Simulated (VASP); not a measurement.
# Au (Cmcm) in VASP: further runs

Aim: see how the results for Au move with the level of theory and the settings. Levels: LDA, PBEsol. Tasks: single point.

All numbers are computed with VASP 6.6.1; they aren't measurements. Logs are shortened: lines on timing, memory, paths and dates and some standing lists are left out, and cuts for length are marked.

## 1. The cell of the first run

Symmetry: Cmcm, No. 63, orthorhombic system. The conventional cell has a = 2.765 Å, b = 5.008 Å, c = 4.793 Å, α = 90.00°, β = 90.00°, γ = 90.00°. Au (site symmetry m2m) has 12 Au at 2.76 to 2.91 Å within 3.6 Å.

## 2. Single point, LDA (volume scaled by 0.94)

Input file INCAR:

```
SYSTEM = Au
ALGO = Normal
EDIFF = 1E-6
ENCUT = 520
ISIF = 2
ISMEAR = -1
LASPH = .True.
LCHARG = .False.
LREAL = .False.
LWAVE = .False.
NBANDS = 18
NELM = 80
PREC = Accurate
SIGMA = 0.05
```

Input file KPOINTS:

```
k-points
0
Gamma
  11 11 6
  0 0 0
```

Input file POSCAR:

```
Au
1.0
    1.3824996368     -2.5037564861      0.0000000000
    1.3824996368      2.5037564861      0.0000000000
    0.0000000000      0.0000000000      4.7932809775
Au
2
Direct
    0.3346720300      0.6653279700      0.2500000000
    0.6653279700      0.3346720300      0.7500000000
```

Potentials or basis: VASP PAW LDA potentials, release 64 (Au).

On the command line:

```console
> cat potpaw_LDA.64/Au/POTCAR > POTCAR
> mpirun -np 1 vasp_std > vasp.out
```

OUTCAR:

```text
SYSTEM = Au
   EDIFF = 1E-6
   ENCUT = 520
   ISIF = 2
   ISMEAR = -1
   LASPH = .True.
   LREAL = .False.
   NELM = 80
   PREC = Accurate

 ion  position               nearest neighbor table
   1  0.335  0.665  0.250-   2 2.89   2 2.89   2 2.89   2 2.89   2 2.91   2 2.91
   2  0.665  0.335  0.750-   1 2.89   1 2.89   1 2.89   1 2.89   1 2.91   1 2.91

  LATTYP: Found a base centered orthorhombic cell.
 ALAT       =     2.7649992736
 B/A-ratio  =     1.8110359088
 C/A-ratio  =     1.7335559627

  Lattice vectors:

 A1 = (   1.3824996368,  -2.5037564861,   0.0000000000)
 A2 = (   1.3824996368,   2.5037564861,   0.0000000000)
 A3 = (   0.0000000000,   0.0000000000,   4.7932809775)

Analysis of symmetry for initial positions (statically):
=====================================================================
 Subroutine PRICEL returns:
 Original cell was already a primitive cell.

 Routine SETGRP: Setting up the symmetry group for a
 base centered orthorhombic supercell.

 Subroutine GETGRP returns: Found  8 space group operations
 (whereof  4 operations were pure point group operations)
 out of a pool of  8 trial point group operations.

The static configuration has the point symmetry C_2h.
 The point group associated with its full space group is D_2h.

Analysis of symmetry for dynamics (positions and initial velocities):
=====================================================================
 Subroutine PRICEL returns:
 Original cell was already a primitive cell.

 Routine SETGRP: Setting up the symmetry group for a
 base centered orthorhombic supercell.

 Subroutine GETGRP returns: Found  8 space group operations
 (whereof  4 operations were pure point group operations)
 out of a pool of  8 trial point group operations.

The dynamic configuration has the point symmetry C_2h.
 The point group associated with its full space group is D_2h.

 Subroutine INISYM returns: Found  8 space group operations
 (whereof  4 operations are pure point group operations),
 and found     1 'primitive' translations

----------------------------------------------------------------------------------------

                                     Primitive cell

  volume of cell :      33.1833

  direct lattice vectors                    reciprocal lattice vectors
     1.382499637 -2.503756486  0.000000000     0.361663748 -0.199699932  0.000000000
     1.382499637  2.503756486  0.000000000     0.361663748  0.199699932  0.000000000
     0.000000000  0.000000000  4.793280978     0.000000000  0.000000000  0.208625366

  length of vectors
     2.860087724  2.860087724  4.793280978     0.413135243  0.413135243  0.208625366

  position of ions in fractional coordinates (direct lattice)
     0.334672030  0.665327970  0.250000000
     0.665327970  0.334672030  0.750000000

  ion indices of the primitive-cell ions
   primitive index   ion index
                 1           1
                 2           2

----------------------------------------------------------------------------------------

 KPOINTS: k-points

Automatic generation of k-mesh.
 Grid dimensions read from file:
 generate k-points for:   11   11    6

 Generating k-lattice:

  Cartesian coordinates                     Fractional coordinates (reciprocal lattice)
     0.032878523 -0.018154539  0.000000000     0.090909091  0.000000000  0.000000000
     0.032878523  0.018154539  0.000000000     0.000000000  0.090909091  0.000000000
     0.000000000  0.000000000  0.034770894     0.000000000  0.000000000  0.166666667

  Length of vectors
     0.037557749  0.037557749  0.034770894

  Shift w.r.t. Gamma in fractional coordinates (k-lattice)
     0.000000000  0.000000000  0.000000000

 Subroutine IBZKPT returns following result:
 ===========================================

 Found    144 irreducible k-points:

 Following reciprocal coordinates:
            Coordinates               Weight
  0.000000  0.000000  0.000000      1.000000
  0.090909  0.000000  0.000000      4.000000
  0.181818  0.000000  0.000000      4.000000
  0.272727  0.000000  0.000000      4.000000
  0.363636  0.000000  0.000000      4.000000
  0.454545  0.000000  0.000000      4.000000
[... 16 lines left out ...]
 -0.272727  0.181818  0.000000      4.000000
 -0.181818  0.181818  0.000000      2.000000
 [... further k-points ...]
   k-points           NKPTS =    144   k-points in BZ     NKDIM =    144   number of bands    NBANDS=     18
   number of dos      NEDOS =    301   number of ions     NIONS =      2
   total plane-waves  NPLWV =  20736
   dimension x,y,z NGX =    24 NGY =   24 NGZ =   36
   dimension x,y,z NGXF=    48 NGYF=   48 NGZF=   72
   ions per type =               2
   NGX,Y,Z   is equivalent  to a cutoff of  13.95, 13.95, 12.49 a.u.
   NGXF,Y,Z  is equivalent  to a cutoff of  27.90, 27.90, 24.97 a.u.
 SYSTEM =  Au
   PREC   = accura    normal or accurate (medium, high low for compatibility)
   ISTART =      0    job   : 0-new  1-cont  2-samecut
[... 89 lines left out ...]
      2       2.8230      2.00000
      3       4.4169      2.00000
      4       4.9980      2.00000
      5       5.0038      2.00000
      6       5.4075      2.00000
[... 10 lines left out ...]
     17      26.2740      0.00000
     18      27.1736      0.00000

 k-point     4 :       0.2727    0.0000    0.0000
  band No.  band energies     occupation
      1       1.6481      2.00000
      2       3.0944      2.00000
      3       4.1071      2.00000
      4       4.5977      2.00000
      5       4.8732      2.00000
      6       5.3570      2.00000
[... 10 lines left out ...]
     17      25.9147      0.00000
     18      26.6687      0.00000

 k-point     5 :       0.3636    0.0000    0.0000
  band No.  band energies     occupation
      1       2.4104      2.00000
      2       2.8661      2.00000
      3       3.4790      2.00000
      4       4.9953      2.00000
      5       5.0819      2.00000
      6       5.3842      2.00000
[... 10 lines left out ...]
     17      23.1605      0.00000
     18      25.3522      0.00000

 k-point     6 :       0.4545    0.0000    0.0000
  band No.  band energies     occupation
      1       2.6054      2.00000
      2       2.6807      2.00000
      3       3.1591      2.00000
      4       4.9232      2.00000
      5       5.2414      2.00000
      6       5.4672      2.00000
[... 10 lines left out ...]
     17      21.9344      0.00000
     18      24.5282      0.00000

 k-point     7 :       0.0909    0.0909    0.0000
  band No.  band energies     occupation
      1       0.3715      2.00000
      2       2.6911      2.00000
      3       4.5123      2.00000
      4       5.2178      2.00000
      5       5.2770      2.00000
      6       5.3180      2.00000
[... 10 lines left out ...]
     17      26.5220      0.00000
     18      27.4745      0.00000

 k-point     8 :       0.1818    0.0909    0.0000
  band No.  band energies     occupation
      1       1.3306      2.00000
      2       3.2342      2.00000
      3       4.2848      2.00000
      4       4.4102      2.00000
      5       4.9294      2.00000
      6       5.2596      2.00000
[... 10 lines left out ...]
     17      26.9172      0.00000
     18      27.4408      0.00000
[... 229 lines left out ...]
     17      22.1722      0.00000
     18      23.6743      0.00000

 k-point    20 :       0.4545    0.1818    0.0000
  band No.  band energies     occupation
      1       3.2516      2.00000
      2       3.2684      2.00000
      3       3.2816      2.00000
      4       4.7862      2.00000
      5       5.0608      2.00000
      6       5.1190      2.00000
[... 10 lines left out ...]
     17      22.3673      0.00000
     18      23.6325      0.00000

 k-point    21 :      -0.4545    0.1818    0.0000
  band No.  band energies     occupation
      1       3.0254      2.00000
      2       3.4668      2.00000
      3       3.5395      2.00000
      4       4.3601      2.00000
      5       4.8120      2.00000
      6       5.3056      2.00000
[... 10 lines left out ...]
     17      23.7519      0.00000
     18      24.3138      0.00000

 k-point    22 :      -0.3636    0.1818    0.0000
  band No.  band energies     occupation
      1       2.1897      2.00000
      2       3.6052      2.00000
      3       3.8766      2.00000
      4       3.9780      2.00000
      5       4.8764      2.00000
      6       4.9726      2.00000
[... 10 lines left out ...]
     17      25.2658      0.00000
     18      26.0481      0.00000

 k-point    23 :      -0.2727    0.1818    0.0000
  band No.  band energies     occupation
      1       1.1848      2.00000
      2       3.0581      2.00000
      3       4.1499      2.00000
      4       4.5068      2.00000
      5       4.6658      2.00000
      6       5.3578      2.00000
[... 10 lines left out ...]
     17      26.5849      0.00000
     18      26.9091      0.00000

 k-point    24 :      -0.1818    0.1818    0.0000
  band No.  band energies     occupation
      1       0.5106      2.00000
      2       2.6856      2.00000
      3       4.2456      2.00000
      4       4.6631      2.00000
      5       5.0107      2.00000
      6       5.4380      2.00000
[... 10 lines left out ...]
     17      26.4832      0.00000
     18      26.7280      0.00000

 [... further k-points ...]
[... 5 lines left out ...]
  --------------------------------------------------------------------------------------
  -------------------------------------------------------------------------------------
  Total        0.9441617     -0.2014763     -0.1959264      0.0000000     -0.0000000      0.0000000
  in kB       45.5865730     -9.7277967     -9.4598360      0.0000000     -0.0000000      0.0000000
  external PRESSURE =       8.7996468 kB  Pullay stress =       0.0000000 kB

 VOLUME and BASIS-vectors are now :
 -----------------------------------------------------------------------------
  energy-cutoff  :      520.00
  volume of cell :       33.18
      direct lattice vectors                 reciprocal lattice vectors
     1.382499637 -2.503756486  0.000000000     0.361663748 -0.199699932  0.000000000
     1.382499637  2.503756486  0.000000000     0.361663748  0.199699932  0.000000000
     0.000000000  0.000000000  4.793280978     0.000000000  0.000000000  0.208625366

 POSITION                                       TOTAL-FORCE (eV/Angst)
 -----------------------------------------------------------------------------------
      1.38250      0.82788      1.19832         0.000000     -0.037183     -0.000000
      1.38250     -0.82788      3.59496         0.000000      0.037183      0.000000
 -----------------------------------------------------------------------------------
    total drift:                               -0.000000     -0.000000     -0.000000

  FREE ENERGIE OF THE ION-ELECTRON SYSTEM (eV)
  ---------------------------------------------------
  free  energy   TOTEN  =        -8.8684068617 eV

  energy  without entropy=       -8.8611628359  energy(sigma->0) =       -8.86478485
```

Wall time 58 s (1 thread of Intel Xeon Platinum 8175M at 2.50GHz (Skylake/Cascade Lake), shared host); peak memory 0.19 GiB.

What came out:

* Free energy: -8.8684 eV
* Pressure: 0.9 GPa
* Largest force: 0.037 eV/Å
* Band gap on the k mesh: zero (band 11 reaches 13.60 eV, above the bottom of band 12 at 7.10 eV)

Forces in eV/Å, atoms in the order of the input:
```
Au   0.000 -0.037  0.000
Au   0.000  0.037  0.000
```

Levels at points of the mesh, in eV from the Fermi level:
```csv
k point,band 9,band 10,band 11,band 12,band 13,band 14
"(0.00, 0.00, 0.00)",-3.47,-2.21,-2.12,-1.34,2.73,14.56
"(0.00, 0.00, 0.50)",-2.73,-2.73,-2.55,-2.55,10.63,10.63
```

Caveat: spin-orbit coupling is left out, which moves the levels of the heavy elements.

## 3. Single point, PBEsol (volume scaled by 0.94)

Input file INCAR:

```
SYSTEM = Au
PREC     = Accurate       ! precision mode
ENCUT    = 520            ! plane-wave cutoff, eV
EDIFF    = 1E-7           ! SCF threshold, eV
ISMEAR   = -1             ! smearing method
SIGMA    = 0.05           ! smearing width, eV
LREAL    = .FALSE.        ! projectors in reciprocal space
LASPH    = .TRUE.         ! aspherical terms in the spheres
NELM     = 60             ! most SCF steps
ALGO     = Normal         ! electronic algorithm
ISIF     = 2              ! what is computed and relaxed
LWAVE    = .FALSE.        ! write WAVECAR
LCHARG   = .FALSE.        ! write CHGCAR
GGA      = PS             ! functional
NBANDS   = 18             ! bands
```

Input file KPOINTS:

```
Automatic mesh
0
G
  11 11 6
  0 0 0
```

POSCAR is that of step 2.

Potentials or basis: VASP PAW PBE potentials, release 64 (Au).

On the command line:

```console
> cat potpaw_PBE.64/Au/POTCAR > POTCAR
> mpirun -np 1 vasp_std > vasp.out
```

It took 66 s on 1 thread of Intel Xeon Platinum 8175M at 2.50GHz (Skylake/Cascade Lake), shared host; peak memory 0.2 GiB.

It converged, with:

```yaml
Free_energy: -7.8127 eV
Pressure: 5.0 GPa
Largest_force: 0.043 eV/Å
Band_gap_on_the_k_mesh: zero (band 11 reaches 13.58 eV, above the bottom of band 12 at 7.11 eV)
```

Forces on the atoms (eV/Å):
```
Au   0.000 -0.043  0.000
Au   0.000  0.043  0.000
```

Stress tensor (GPa, compression positive):
```
8.93 0.00 0.00
0.00 3.07 0.00
0.00 0.00 2.92
```

Levels at points of the mesh, in eV from the Fermi level:
```
           k point  band 7  band 8  band 9  band 10  band 11  band 12  band 13  band 14  band 15  band 16
(0.00, 0.00, 0.00)   -4.05   -3.64   -3.44    -2.19    -2.10    -1.36     2.73    14.56    15.59    16.82
(0.00, 0.00, 0.50)   -4.40   -4.40   -2.71    -2.71    -2.54    -2.54    10.62    10.62    14.92    14.92
```

Caveat: the PAW data sets were made with another functional, which shifts forces and pressure a little; spin-orbit coupling is left out, which moves the levels of the heavy elements.

## 4. Single point, LDA (volume scaled by 0.96)

Input file INCAR:

```
ALGO = Normal
EDIFF = 1E-7
ENCUT = 520
ISIF = 2
ISMEAR = -1
LASPH = T
LCHARG = T
LELF = T
LREAL = F
LVHAR = T
LWAVE = F
NBANDS = 18
NELM = 100
PREC = Accurate
SIGMA = 0.05
```

Input file KPOINTS:

```
k-points
0
Gamma
  11 11 6
```

Input file POSCAR:

```
Au
1.0
    1.3922358705     -2.5213891550      0.0000000000
    1.3922358705      2.5213891550      0.0000000000
    0.0000000000      0.0000000000      4.8270375896
Au
2
Direct
    0.3346720300      0.6653279700      0.2500000000
    0.6653279700      0.3346720300      0.7500000000
```

Potentials or basis: VASP PAW LDA potentials, release 64 (Au).

On the command line:

```console
> cat potpaw_LDA.64/Au/POTCAR > POTCAR
> mpirun -np 1 vasp_std > vasp.out
```

Wall time 73 s (1 thread of Intel Xeon Platinum 8175M at 2.50GHz (Skylake/Cascade Lake), shared host); peak memory 0.19 GiB.

Results (log left out):

```yaml
Free_energy: -8.8641 eV
Pressure: -3.0 GPa
Largest_force: 0.029 eV/Å
Band_gap_on_the_k_mesh: zero (band 11 reaches 13.16 eV, above the bottom of band 12 at 6.78 eV)
```

Forces in eV/Å, atoms in the order of the input:
```
Au   0.000 -0.029  0.000
Au   0.000  0.029  0.000
```

Stress tensor (GPa, compression positive):
```
 0.17  0.00  0.00
 0.00 -4.68  0.00
 0.00  0.00 -4.48
```

Levels at points of the mesh, in eV from the Fermi level:
| k point | band 8 | band 9 | band 10 | band 11 | band 12 | band 13 | band 14 | band 15 |
| --- | --- | --- | --- | --- | --- | --- | --- | --- |
| (0.00, 0.00, 0.00) | -3.58 | -3.39 | -2.18 | -2.09 | -1.23 | 2.63 | 14.58 | 15.56 |
| (0.00, 0.00, 0.50) | -4.32 | -2.68 | -2.68 | -2.51 | -2.51 | 10.50 | 10.50 | 14.91 |

Caveat: spin-orbit coupling is left out, which moves the levels of the heavy elements.

## 5. Single point, LDA (volume scaled by 0.98)

Input file INCAR:

```
SYSTEM = Au
  ALGO = Fast
  EDIFF = 1E-7
  ENCUT = 520
  GGA = CA
  ISIF = 2
  ISMEAR = -1
  LASPH = .TRUE.
  LCHARG = .FALSE.
  LREAL = .FALSE.
  LWAVE = .FALSE.
  NBANDS = 18
  NELM = 80
  PREC = Accurate
  SIGMA = 0.05
```

Input file KPOINTS:

```
k-points
0
G
  11 11 6
  0 0 0
```

Input file POSCAR:

```
Au
1.0
    1.4018378006     -2.5387785952      0.0000000000
    1.4018378006      2.5387785952      0.0000000000
    0.0000000000      0.0000000000      4.8603285560
Au
2
Direct
    0.3346720300      0.6653279700      0.2500000000
    0.6653279700      0.3346720300      0.7500000000
```

On the command line:

```console
> cat potpaw_LDA.64/Au/POTCAR > POTCAR
> mpirun -np 1 vasp_std > vasp.out
```

It took 76 s on 1 thread of Intel Xeon Platinum 8175M at 2.50GHz (Skylake/Cascade Lake), shared host; peak memory 0.19 GiB.

The run converged. Its results:

* Free energy: -8.8439 eV
* Pressure: -6.3 GPa
* Largest force: 0.022 eV/Å
* Band gap on the k mesh: zero (band 11 reaches 12.75 eV, above the bottom of band 12 at 6.47 eV)

Forces on the atoms (eV/Å):
```
Au   0.000 -0.022  0.000
Au   0.000  0.022  0.000
```

Stress tensor (GPa, compression positive):
```
-3.62  0.00  0.00
 0.00 -7.90  0.00
 0.00  0.00 -7.51
```

Levels at points of the mesh, in eV from the Fermi level:
```tsv
k point	band 8	band 9	band 10	band 11	band 12	band 13	band 14	band 15
(0.00, 0.00, 0.00)	-3.50	-3.32	-2.15	-2.07	-1.12	2.53	14.59	15.55
(0.00, 0.00, 0.50)	-4.21	-2.64	-2.64	-2.48	-2.48	10.36	10.36	14.91
```

Caveat: spin-orbit coupling is left out, which moves the levels of the heavy elements.

## 6. The runs side by side

```tsv
level	potentials or basis	cell	gap on the mesh (eV)	pressure (GPa)	largest force (eV/Å)
LDA	VASP PAW LDA potentials, release 64 (Au)	a = 2.860, b = 2.860, c = 4.793 Å, angles 90.0, 90.0, 122.2°, 2 atoms	none	0.9	0.04
PBEsol	VASP PAW PBE potentials, release 64 (Au)	a = 2.860, b = 2.860, c = 4.793 Å, angles 90.0, 90.0, 122.2°, 2 atoms	none	5.0	0.04
LDA	VASP PAW LDA potentials, release 64 (Au)	a = 2.880, b = 2.880, c = 4.827 Å, angles 90.0, 90.0, 122.2°, 2 atoms	none	-3.0	0.03
LDA	VASP PAW LDA potentials, release 64 (Au)	a = 2.900, b = 2.900, c = 4.860 Å, angles 90.0, 90.0, 122.2°, 2 atoms	none	-6.3	0.02
```

Alike in all rows: task single point; no spin polarisation; k mesh 11 × 11 × 6; cutoff (eV) 520; smearing fermi-dirac 0.05 eV.

Caveats: spin-orbit coupling is left out, which moves the levels of the heavy elements; the PAW data sets were made with another functional, which shifts forces and pressure a little (some runs).

Absolute energies hang on the potentials; compare differences alone.
